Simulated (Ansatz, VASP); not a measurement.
WSe2 in VASP and in Ansatz

INCAR

```
SYSTEM = WSe2
PREC = Accurate ; ENCUT = 520
EDIFF = 1E-7 ; ISMEAR = -1
SIGMA = 0.08 ; LREAL = .FALSE.
LASPH = .TRUE. ; NELM = 100
ALGO = Normal ; ISIF = 2
LWAVE = .FALSE. ; LCHARG = .FALSE.
GGA = PS ; NBANDS = 35
```

Contents of KPOINTS:

```
Automatic mesh
0
G
  11 11 3
  0 0 0
```

POSCAR

```
WSe2
1.0
    3.2789950290      0.0000000000      0.0000000000
   -1.6394975145      2.8396929940      0.0000000000
    0.0000000000      0.0000000000     12.9266217496
W Se
2 4
Direct
    0.3333333333      0.6666666667      0.2500000000
    0.6666666667      0.3333333333      0.7500000000
    0.3333333333      0.6666666667      0.6210000000
    0.6666666667      0.3333333333      0.1210000000
    0.3333333333      0.6666666667      0.8790000000
    0.6666666667      0.3333333333      0.3790000000
```

Input for Ansatz:

```yaml
crystal:
  lattice:
    - [3.278995029, 0.0, 0.0]
    - [-1.6394975145, 2.839692994, 0.0]
    - [0.0, 0.0, 12.9266217496]
  atoms:
    - { symbol: W, position: [0.3333333333, 0.6666666667, 0.25] }
    - { symbol: W, position: [0.6666666667, 0.3333333333, 0.75] }
    - { symbol: Se, position: [0.3333333333, 0.6666666667, 0.621] }
    - { symbol: Se, position: [0.6666666667, 0.3333333333, 0.121] }
    - { symbol: Se, position: [0.3333333333, 0.6666666667, 0.879] }
    - { symbol: Se, position: [0.6666666667, 0.3333333333, 0.379] }
kpoints:
  mp_grid: { grid: [11, 11, 3] }
  band_path:
    path:
      - [0.0, 0.0, 0.0]
      - [0.5, 0.0, 0.0]
      - [0.3333333333, 0.3333333333, 0.0]
      - [0.0, 0.0, 0.0]
      - [0.0, 0.0, 0.5]
      - [0.5, 0.0, 0.5]
      - [0.3333333333, 0.3333333333, 0.5]
      - [0.0, 0.0, 0.5]
      - [0.5, 0.0, 0.5]
    npoints: 5
scf:
  occupations: { method: fermi_dirac, width: 0.08 }
hamiltonian:
  xc: pbesol
  pseudopotentials: { kind: all_electron, lapw: { basis_error: 0.0005 } }
output:
  forces: true
  stress: true
  eigenvalues: true
```

Change from the starting cell: volume scaled by 0.99.

Alike in both runs: task single point; functional PBEsol; k mesh 11 × 11 × 3; occupations fermi-dirac, width 0.08 eV; no spin polarisation.

|  | VASP | Ansatz |
| --- | --- | --- |
| version | VASP 6.6.1 | Ansatz 0.2.0 |
| potentials or method | VASP PAW PBE potentials, release 64 (W_sv, Se), cutoff 520 eV | all-electron LAPW, scalar-relativistic |

VASP gave:

| Property | Result |
| --- | --- |
| pressure (GPa) | 0.6 |
| traceless stress, the component that is largest in VASP (GPa) | 0.99 |
| rms of the force components (eV/Å) | 0.046 |

Task: Which values does Ansatz return?

Result: Pressure (GPa): 0.2; traceless stress, the component that is largest in VASP (GPa): 0.89; rms of the force components (eV/Å): 0.019.

VASP's potentials were made for PBE, not for PBEsol. Atom by atom the forces differ by 0.027 eV/Å (rms over components). Ansatz ran all-electron here, and VASP with PAW potentials.

Spin-orbit coupling is off throughout.
